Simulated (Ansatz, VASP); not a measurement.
**SiGe in VASP and in Ansatz**

The input INCAR:

```
ALGO     = Normal         # electronic algorithm
EDIFF    = 1E-6           # SCF threshold, eV
ENCUT    = 520            # plane-wave cutoff, eV
ISIF     = 2              # what is computed and relaxed
ISMEAR   = 0              # smearing method
LASPH    = T              # aspherical terms in the spheres
LCHARG   = F              # write CHGCAR
LREAL    = F              # projectors in reciprocal space
LWAVE    = F              # write WAVECAR
NBANDS   = 26             # bands
NELM     = 100            # most SCF steps
PREC     = Accurate       # precision mode
SIGMA    = 0.03           # smearing width, eV
```

KPOINTS

```
k-points
0
Gamma
  12 12 6
```

Contents of POSCAR:

```
SiGe
1.0
    3.9035908171      0.0000000000      0.0000000000
   -1.9517954085      3.3806088136      0.0000000000
    0.0000000000      0.0000000000      6.4510978499
Si Ge
2 2
Direct
    0.6666666667      0.3333333333      0.8745031008
    0.3333333333      0.6666666667      0.3745031008
    0.6666666667      0.3333333333      0.4770391519
    0.3333333333      0.6666666667     -0.0229608481
```

Input for Ansatz:

```yaml
crystal:
  lattice:
    - [3.9035908171, 0.0, 0.0]
    - [-1.9517954085, 3.3806088136, 0.0]
    - [0.0, 0.0, 6.4510978499]
  atoms:
    - { symbol: Si, position: [0.6666666667, 0.3333333333, 0.8745031008] }
    - { symbol: Si, position: [0.3333333333, 0.6666666667, 0.3745031008] }
    - { symbol: Ge, position: [0.6666666667, 0.3333333333, 0.4770391519] }
    - { symbol: Ge, position: [0.3333333333, 0.6666666667, -0.0229608481] }
basis:
  ecutwfc: 420
kpoints:
  mp_grid: { grid: [12, 12, 6] }
hamiltonian:
  xc: lda
  pseudopotentials: { kind: paw, azcp: { folder: soft_1 } }
scf:
  occupations: { method: gaussian, width: 0.03 }
output:
  forces: true
  stress: true
  eigenvalues: true
  write_density: true
  write_potential: true
  elf: true
  volumetric_format: npy
```

Alike in both runs: task single point; functional LDA; k mesh 12 × 12 × 6; occupations gaussian, width 0.03 eV; no spin polarisation.

```csv
,VASP,Ansatz
version,VASP 6.6.1,Ansatz 0.2.0
potentials or method,"VASP PAW LDA potentials, release 64 (Si, Ge_d), cutoff 520 eV","scalar-relativistic, plane waves, PAW"
valence electrons in the cell,36,36
```

```csv
,VASP,Ansatz,Ansatz less VASP
gap on the k mesh at the Fermi level (eV),none,none,-
pressure (GPa),-1.2,-1.3,-0.07
"traceless stress, the component that is largest in VASP (GPa)",-4.46,-4.42,+0.040
rms of the force components (eV/Å),0.784,0.782,-0.0014
```

Ansatz warns that its potentials were made for another functional, while VASP's fit it. LDA's correlation is that of Perdew and Zunger in VASP and of Perdew and Wang (1992) in Ansatz. Atom by atom the forces differ by 0.001 eV/Å (rms over components). A gap of «none» marks a metal or a gap that the smearing closes.
